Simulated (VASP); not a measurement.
CdS:

```
Cd S
1.0
     0.00000    2.86573    3.04387
     2.86573    0.00000    3.04387
     2.86573    2.86573    0.00000
Cd S
1 1
Cartesian
  0.0000 0.0000 0.0000
  1.4329 1.4329 1.5219
```

This cell differs from its parent crystal: epitaxial xy strain -2.5%.

Base run:

| Property | Result |
| --- | --- |
| Program | VASP 6.6.1 |
| Functional | r2SCAN |
| Potentials or basis | VASP PAW PBE potentials, release 64 (Cd, S) |
| Cutoff | 520 eV |
| k mesh | 8 × 8 × 8 |
| Occupations | gaussian, width 0.01 eV |
| Spin | no spin polarisation |

Its results: band gap on the k mesh 1.50 eV, direct; pressure 1.2 GPa.

Q: The run is repeated on the same cell with these changes: functional from r2SCAN to PBE; k mesh from 8 × 8 × 8 to 4 × 4 × 4. What comes out?

A: Band gap on the k mesh 1.05 eV, direct; pressure 2.7 GPa.

Several settings changed at once, so the effect can't be laid on one alone.

Caveats: some runs use coarse meshes; the PAW data sets were made with another functional, which shifts forces and pressure a little (some runs).

